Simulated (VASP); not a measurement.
Here is a VASP 6.6.1 calculation.

File INCAR:

```
  ALGO = Normal
  EDIFF = 1E-7
  ENCUT = 520
  GGA = PS
  ISIF = 2
  ISMEAR = 0
  LASPH = True
  LCHARG = True
  LELF = True
  LREAL = False
  LVHAR = True
  LWAVE = False
  NBANDS = 29
  NELM = 100
  PREC = Accurate
  SIGMA = 0.02
```

The input KPOINTS:

```
k-points
0
Gamma
  6 6 6
```

POSCAR

```
KZnF3
1.0
    3.9911614930      0.0000000000      0.0000000000
    0.0000000000      3.9911614930      0.0000000000
    0.0000000000      0.0000000000      4.1016792909
K Zn F
1 1 3
Direct
    0.0000000000      0.0000000000      0.0000000000
    0.5000000000      0.5000000000      0.5000000000
    0.0000000000      0.5000000000      0.5000000000
    0.5000000000      0.0000000000      0.5000000000
    0.5000000000      0.5000000000      0.0000000000
```

Potentials or basis: VASP PAW PBE potentials, release 64 (K_sv, Zn, F).

Command:

```bash
$ cat potpaw_PBE.64/K_sv/POTCAR potpaw_PBE.64/Zn/POTCAR potpaw_PBE.64/F/POTCAR > POTCAR
$ mpirun -np 1 vasp_std > vasp.out
```

Q: What does it give for the band gap on the k mesh?

A: 3.60 eV (least direct gap 5.62 eV).

Q: What does it give for the pressure?

A: 2.0 GPa.

Stress tensor (GPa, compression positive):
```
2.89 0.00 0.00
0.00 2.89 0.00
0.00 0.00 0.32
```

Caveat: the PAW data sets were made with another functional, which shifts forces and pressure a little. A k mesh can miss the band edges.
